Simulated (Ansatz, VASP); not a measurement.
One calculation of Sc, two programs

```xyz
1
Lattice="0.0000 2.2798 2.2798 2.2798 0.0000 2.2798 2.2798 2.2798 0.0000" Properties=species:S:1:pos:R:3 pbc="T T T"
Sc    0.0000    0.0000    0.0000
```

Change from the starting cell: volume scaled by 0.9405, crystal datasets.

Alike in both runs: task electric field gradients; functional LDA; k mesh 13 × 13 × 13; occupations fermi-dirac, width 0.08 eV; no spin polarisation.

|  | VASP | Ansatz |
| --- | --- | --- |
| version | VASP 6.6.1 | Ansatz 0.2.0 |
| potentials or method | VASP PAW LDA potentials, release 64 (Sc_sv), cutoff 520 eV | all-electron PAW with datasets made for the crystal, scalar-relativistic |

```csv
,VASP,Ansatz,Ansatz less VASP
pressure (GPa),-2.9,-2.9,-0.05
```

LDA's correlation is that of Perdew and Zunger in VASP and of Perdew and Wang (1992) in Ansatz. Ansatz ran all-electron here, and VASP with PAW potentials.
